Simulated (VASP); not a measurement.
# Si5NiO12 (P1) in VASP: single point with PBEsol+U

Aim: the single point of Si5NiO12 with PBEsol+U.

All numbers are computed with VASP 6.6.1; they aren't measurements. Logs are shortened: lines on timing, memory, paths and dates and some standing lists are left out, and cuts for length are marked.

### 1 The cell of the first run

The typed cell holds 18 atoms: a = 9.833 Å, b = 4.916 Å, c = 5.408 Å, α = 90.00°, β = 90.00°, γ = 120.00°.

### 2 Single point, PBEsol+U, collinear spin, ferromagnetic start

File INCAR:

```
SYSTEM = Si5NiO12
PREC = Accurate
ENCUT = 520
EDIFF = 1E-7
ISMEAR = 0
SIGMA = 0.05
LREAL = Auto
LASPH = .TRUE.
NELM = 150
ALGO = Normal
ISIF = 2
LWAVE = .FALSE.
LCHARG = .FALSE.
ISPIN = 2
MAGMOM = 2 0 0 0 0 0 0 0 0 0 0 0 0 0 0 0 0 0
LORBIT = 11
NUPDOWN = 2.0
LMAXMIX = 4
LDAU = .TRUE.
LDAUTYPE = 2
LDAUL = 2 -1 -1
LDAUU = 5 0 0
LDAUJ = 0 0 0
LDAUPRINT = 1
GGA = PS
NBANDS = 70
KPAR = 4
```

File KPOINTS:

```
regular mesh
0
G
  4 4 3
  0 0 0
```

File POSCAR:

```
Si5NiO12
1.0
    9.8327200000      0.0000000000      0.0000000000
   -2.4581800000      4.2576927000      0.0000000000
    0.0000000000      0.0000000000      5.4084000000
Ni Si O
1 5 12
Direct
    0.2276730509      0.0167602132      0.6729315115
    0.7327447177      0.9822286950      0.6596868457
    0.9955031988      0.4569620289      0.3361602475
    0.5019566314      0.4560873913      0.3242791530
    0.2723466675      0.5663218984      0.0193944739
    0.7693824824      0.5215083281      0.9891612292
    0.2005962525      0.3375042496      0.7777810626
    0.7047173918      0.2536846634      0.7758837011
    0.3643616813      0.1172396500      0.4218935507
    0.8583674432      0.1173683190      0.4332581123
    0.4353541174      0.5941417731      0.1126439093
    0.9334413600      0.5751193706      0.1041009841
    0.1428784063      0.4226063247      0.2408122776
    0.6414641766      0.4105526909      0.2103090048
    0.0409574612      0.7049881868      0.5639303615
    0.5676724717      0.7039345913      0.5531612583
    0.3062425160      0.9129617074      0.9362867776
    0.7998856691      0.8507141800      0.8740508076
```

Potentials or basis: VASP PAW PBE potentials, release 64 (Ni, Si, O).

On the command line:

```
$ cat potpaw_PBE.64/Ni/POTCAR potpaw_PBE.64/Si/POTCAR potpaw_PBE.64/O/POTCAR > POTCAR
$ mpirun -np 4 vasp_std > vasp.out
```

OUTCAR:

```text
SYSTEM = Si5NiO12
   PREC = Accurate
   ENCUT = 520
   EDIFF = 1E-7
   ISMEAR = 0
   LREAL = Auto
   LASPH = .TRUE.
   NELM = 150
   ISIF = 2
   ISPIN = 2
   LORBIT = 11
   NUPDOWN = 2.0
   GGA = PS

 ion  position               nearest neighbor table
   1  0.228  0.017  0.673-   9 1.80  15 1.80  17 1.81   7 1.82   5 3.10   4 3.11
   2  0.733  0.982  0.660-  16 1.62   8 1.62  18 1.62  10 1.63   3 3.03   6 3.04   4 3.04   6 3.06

   3  0.996  0.457  0.336-  10 1.62  13 1.62  12 1.62  15 1.63   2 3.03   5 3.03   6 3.04
   4  0.502  0.456  0.324-  14 1.62   9 1.62  11 1.63  16 1.63   2 3.04   5 3.06   6 3.08   1 3.11

   5  0.272  0.566  0.019-  11 1.62  17 1.63  13 1.63   7 1.64   3 3.03   4 3.06   1 3.10
   6  0.769  0.522  0.989-  18 1.62  14 1.62   8 1.62  12 1.62   2 3.04   3 3.04   2 3.06   4 3.08

   7  0.201  0.338  0.778-   5 1.64   1 1.82
   8  0.705  0.254  0.776-   2 1.62   6 1.62
   9  0.364  0.117  0.422-   4 1.62   1 1.80
  10  0.858  0.117  0.433-   3 1.62   2 1.63
  11  0.435  0.594  0.113-   5 1.62   4 1.63
  12  0.933  0.575  0.104-   6 1.62   3 1.62
  13  0.143  0.423  0.241-   3 1.62   5 1.63
  14  0.641  0.411  0.210-   4 1.62   6 1.62
  15  0.041  0.705  0.564-   3 1.63   1 1.80
  16  0.568  0.704  0.553-   2 1.62   4 1.63
  17  0.306  0.913  0.936-   5 1.63   1 1.81
  18  0.800  0.851  0.874-   6 1.62   2 1.62

  Warning from LATTYP: Monoclinic adjustment (A1->A3, A2->A1, A3->A2)!
  LATTYP: Found a simple orthorhombic cell.
 ALAT       =     4.9163600397
 B/A-ratio  =     1.1000821657
 C/A-ratio  =     1.7320507982

  Lattice vectors:

 A1 = (  -2.4581800000,   4.2576927000,   0.0000000000)
 A2 = (   0.0000000000,   0.0000000000,   5.4084000000)
 A3 = (   7.3745400000,   4.2576927000,   0.0000000000)

Analysis of symmetry for initial positions (statically):
=====================================================================
 Subroutine PRICEL returns:
 Original cell was already a primitive cell.

 Routine SETGRP: Setting up the symmetry group for a
 simple orthorhombic supercell.

 Subroutine GETGRP returns: Found  1 space group operations
 (whereof  1 operations were pure point group operations)
 out of a pool of  8 trial point group operations.

The static configuration has the point symmetry C_1 .

Analysis of symmetry for dynamics (positions and initial velocities):
=====================================================================
 Subroutine PRICEL returns:
 Original cell was already a primitive cell.

 Routine SETGRP: Setting up the symmetry group for a
 simple orthorhombic supercell.

 Subroutine GETGRP returns: Found  1 space group operations
 (whereof  1 operations were pure point group operations)
 out of a pool of  8 trial point group operations.

The dynamic configuration has the point symmetry C_1 .

Analysis of structural, dynamic, and magnetic symmetry:
=====================================================================
 Subroutine PRICEL returns:
 Original cell was already a primitive cell.

 Routine SETGRP: Setting up the symmetry group for a
 simple orthorhombic supercell.

 Subroutine GETGRP returns: Found  1 space group operations
 (whereof  1 operations were pure point group operations)
 out of a pool of  8 trial point group operations.

The overall configuration has the point symmetry C_1 .

 Subroutine INISYM returns: Found  1 space group operations
 (whereof  1 operations are pure point group operations),
 and found     1 'primitive' translations

----------------------------------------------------------------------------------------

                                     Primitive cell

  volume of cell :     226.4210

  direct lattice vectors                    reciprocal lattice vectors
     9.832720000  0.000000000  0.000000000     0.101701259  0.058717248  0.000000000
    -2.458180000  4.257692700  0.000000000     0.000000000  0.234868994  0.000000000
     0.000000000  0.000000000  5.408400000     0.000000000  0.000000000  0.184897567
[... 143 lines left out ...]
   U (eV)           for each species LDAUU =   5.0  0.0  0.0
   J (eV)           for each species LDAUJ =   0.0  0.0  0.0
   GGA     = PS    functional components
   LHFCALC =     F    Hartree Fock is set to
   AEXX    =    0.0000 exact exchange contribution
   IVDW    =     0    specifies the selected vdW correction
   LEPSILON=     F    determine dielectric tensor
   LRPA    =     F    only Hartree local field effects (RPA)
 spin polarized calculation
 Gauss-broadening in eV      SIGMA  =   0.05
  energy-cutoff  :      520.00
  volume of cell :      226.42
 maximum number of plane-waves:      6144
 NGX is ok and might be reduce to    80
   NGX = 37   NGY = 19   NGZ = 21

atom =   1  type =  1  l = 2

 onsite density matrix

spin component  1

  1.0254 -0.0020 -0.0005  0.0157  0.0014
 -0.0020  0.9879 -0.0032  0.0136  0.0017
 -0.0005 -0.0032  1.0053 -0.0036  0.0006
  0.0157  0.0136 -0.0036  1.0199 -0.0005
  0.0014  0.0017  0.0006 -0.0005  0.9885

spin component  2

  0.3320  0.0157  0.0221 -0.0181 -0.0090
  0.0157  0.6987  0.2418 -0.0087  0.1300
  0.0221  0.2418  0.7943 -0.0351 -0.1068
 -0.0181 -0.0087 -0.0351  0.3960  0.0017
 -0.0090  0.1300 -0.1068  0.0017  0.9394

 occupancies and eigenvectors

  o =  0.3265  v =  0.0000  0.0000  0.0000  0.0000  0.0000  0.9681 -0.0427 -0.0002  0.2457  0.0225      0.0000  0.0000  0.0000  0.0000  0.0000  0.0000  0.0000  0.0000  0.0000  0.0000
  o =  0.3944  v =  0.0000  0.0000  0.0000  0.0000  0.0000 -0.2447 -0.1591  0.2106  0.9302  0.0723      0.0000  0.0000  0.0000  0.0000  0.0000  0.0000  0.0000  0.0000  0.0000  0.0000
  o =  0.4469  v =  0.0000  0.0000  0.0000  0.0000  0.0000 -0.0290  0.7149 -0.5649  0.2669 -0.3127      0.0000  0.0000  0.0000  0.0000  0.0000  0.0000  0.0000  0.0000  0.0000  0.0000
  o =  0.9809  v = -0.1804 -0.8700 -0.0678  0.3726  0.2592  0.0000  0.0000  0.0000  0.0000  0.0000      0.0000  0.0000  0.0000  0.0000  0.0000  0.0000  0.0000  0.0000  0.0000  0.0000
  o =  0.9890  v =  0.0211  0.2397 -0.0094 -0.1032  0.9651  0.0000  0.0000  0.0000  0.0000  0.0000      0.0000  0.0000  0.0000  0.0000  0.0000  0.0000  0.0000  0.0000  0.0000  0.0000
  o =  0.9955  v =  0.0000  0.0000  0.0000  0.0000  0.0000 -0.0290 -0.6703 -0.5575  0.0418 -0.4871      0.0000  0.0000  0.0000  0.0000  0.0000  0.0000  0.0000  0.0000  0.0000  0.0000
  o =  0.9970  v =  0.0000  0.0000  0.0000  0.0000  0.0000  0.0336  0.1115  0.5707 -0.0382 -0.8119      0.0000  0.0000  0.0000  0.0000  0.0000  0.0000  0.0000  0.0000  0.0000  0.0000
  o =  1.0038  v =  0.1970 -0.1078 -0.9234 -0.3107 -0.0198  0.0000  0.0000  0.0000  0.0000  0.0000      0.0000  0.0000  0.0000  0.0000  0.0000  0.0000  0.0000  0.0000  0.0000  0.0000
  o =  1.0133  v =  0.6489 -0.3872  0.3657 -0.5426  0.0276  0.0000  0.0000  0.0000  0.0000  0.0000      0.0000  0.0000  0.0000  0.0000  0.0000  0.0000  0.0000  0.0000  0.0000  0.0000
  o =  1.0400  v = -0.7121 -0.1553  0.0946 -0.6779 -0.0175  0.0000  0.0000  0.0000  0.0000  0.0000      0.0000  0.0000  0.0000  0.0000  0.0000  0.0000  0.0000  0.0000  0.0000  0.0000

 number of electron     101.9999986 magnetization       2.0000000

 Free energy of the ion-electron system (eV)
  ---------------------------------------------------
  ext. energy  EPLUGINS =         0.00000000
  ---------------------------------------------------
  free energy    TOTEN  =      -136.74993250 eV

  energy without entropy =     -136.73935334  energy(sigma->0) =     -136.74464292

 E-fermi :   1.3064     XC(G=0):  -9.5875

 val. band max:        1.1036913345   @ k =  -0.2500   0.2500   0.0000
 cond. band min:       1.1136841749   @ k =   0.5000   0.2500   0.0000
 fundamental gap:      0.0099928404
 Fermi energy:         1.1060019117

 spin component 1

 k-point     1 :       0.0000    0.0000    0.0000
  band No.  band energies     occupation
      1     -18.3500      1.00000
      2     -17.6153      1.00000
      3     -17.4251      1.00000
      4     -16.9211      1.00000
      5     -16.7285      1.00000
      6     -16.3461      1.00000
[... 3161 lines left out ...]
     62      11.0900      0.00000
     63      11.2265      0.00000

 [... further k-points ...]

 [bands above 63 left out]

------------------------ aborting loop because EDIFF is reached ----------------------------------------

  FORCE on cell =-STRESS in cart. coord.  units (eV):
  Direction    XX          YY          ZZ          XY          YZ          ZX
  --------------------------------------------------------------------------------------
  -------------------------------------------------------------------------------------
  Total        0.2600886      1.1802329      0.9502302      0.1676442     -1.3377791      0.1840038
  in kB        1.8404126      8.3514426      6.7239214      1.1862669     -9.4662554      1.3020289
  external PRESSURE =       5.6385922 kB  Pullay stress =       0.0000000 kB

 VOLUME and BASIS-vectors are now :
 -----------------------------------------------------------------------------
  energy-cutoff  :      520.00
  volume of cell :      226.42
      direct lattice vectors                 reciprocal lattice vectors
     9.832720000  0.000000000  0.000000000     0.101701259  0.058717248  0.000000000
    -2.458180000  4.257692700  0.000000000     0.000000000  0.234868994  0.000000000
     0.000000000  0.000000000  5.408400000     0.000000000  0.000000000  0.184897567

 POSITION                                       TOTAL-FORCE (eV/Angst)
 -----------------------------------------------------------------------------------
      2.19745      0.07136      3.63948        -0.001079     -0.089211     -0.093098
      4.79038      4.18203      3.56785         0.084470      0.093333     -0.035052
      8.66521      1.94560      1.81809        -0.051237      0.149511      0.237033
      3.81445      1.94188      1.75383         0.061562      0.114175      0.088661
      1.28579      2.41122      0.10489         0.015218     -0.271555     -0.226804
      6.28316      2.22042      5.34978         0.154613      0.035192     -0.053196
[... 10 lines left out ...]
      0.76697      3.88711      5.06381        -0.461176      0.364838     -0.496961
      5.77384      3.62208      4.72722        -0.018167     -0.000110      0.022358
 -----------------------------------------------------------------------------------
    total drift:                               -0.012656      0.001803      0.001896

  FREE ENERGIE OF THE ION-ELECTRON SYSTEM (eV)
  ---------------------------------------------------
  free  energy   TOTEN  =      -136.7499325033 eV

  energy  without entropy=     -136.7393533408  energy(sigma->0) =     -136.74464292

 total charge

# of ion       s       p       d       tot
------------------------------------------
    1        0.486   0.690   8.151   9.327
    2        0.650   1.003   0.000   1.653
    3        0.656   1.003   0.000   1.659
    4        0.655   1.004   0.000   1.659
    5        0.661   1.006   0.000   1.666
    6        0.649   1.002   0.000   1.652
[... 10 lines left out ...]
   17        1.566   3.473   0.000   5.039
   18        1.548   3.677   0.000   5.225
--------------------------------------------------
tot         22.399  48.979   8.151  79.529

 magnetization (x)

# of ion       s       p       d       tot
------------------------------------------
    1        0.003   0.058   1.865   1.925
    2        0.000   0.000   0.000   0.000
    3        0.002   0.006   0.000   0.009
    4        0.003   0.006   0.000   0.009
    5        0.005   0.012   0.000   0.017
    6        0.000   0.001   0.000   0.001
[... 10 lines left out ...]
   17        0.005  -0.018   0.000  -0.013
   18       -0.000  -0.005   0.000  -0.005
--------------------------------------------------
tot          0.032   0.087   1.865   1.984
```

Run time: 21 min. Hardware: 4 MPI ranks of AMD EPYC 7R43 (Zen 3), shared host; peak memory 0.75 GiB.

Results:

```
Free energy                                           : -136.7499 eV
Pressure                                              : 0.6 GPa
Largest force                                         : 0.811 eV/Å
Net moment                                            : 2.00 μB per cell
Site moments                                          : Ni +1.93; Si +0.00, +0.01, +0.02 (each value once); O -0.02, -0.00, +0.07, +0.00, -0.04, +0.08, -0.01 (each value once) μB
Valence electrons inside the program's atomic spheres : Ni 9.33; Si 1.65, 1.66, 1.67 (each value once); O 5.04, 5.22, 5.06, 5.21, 5.20, 5.05 (each value once)
```

Forces on the atoms (eV/Å):
```
Ni  -0.001 -0.089 -0.093
Si   0.084  0.093 -0.035
Si  -0.051  0.150  0.237
Si   0.062  0.114  0.089
Si   0.015 -0.272 -0.227
Si   0.155  0.035 -0.053
O    0.449 -0.302 -0.077
O   -0.041  0.001 -0.007
O   -0.494 -0.367  0.528
O   -0.072 -0.077 -0.027
O   -0.017  0.088 -0.052
O   -0.035 -0.027 -0.058
O    0.062 -0.033  0.073
O   -0.059 -0.038  0.051
O    0.482  0.446  0.165
O   -0.059 -0.088 -0.039
O   -0.461  0.365 -0.497
O   -0.018  0.000  0.022
```

Stress tensor (GPa, compression positive):
```
 0.18  0.12  0.13
 0.12  0.84 -0.95
 0.13 -0.95  0.67
```

Eigenvalues of the final occupation matrices:
| site | spin | trace | eigenvalues |
| --- | --- | --- | --- |
| site 1 d | 1 | 5.03 | 0.98 0.99 1.00 1.01 1.04 |
| site 1 d | 2 | 3.16 | 0.33 0.39 0.45 1.00 1.00 |

Caveat: the k points lie up to 0.39 Å⁻¹ apart; the PAW data sets were made with another functional, which shifts forces and pressure a little; the total moment is fixed, so each spin has its own Fermi level and the state may be an excited one; a cell with one magnetic atom can't hold antiferromagnetic order, which such compounds often take. The state reached can hang on the start; a lower one may exist.
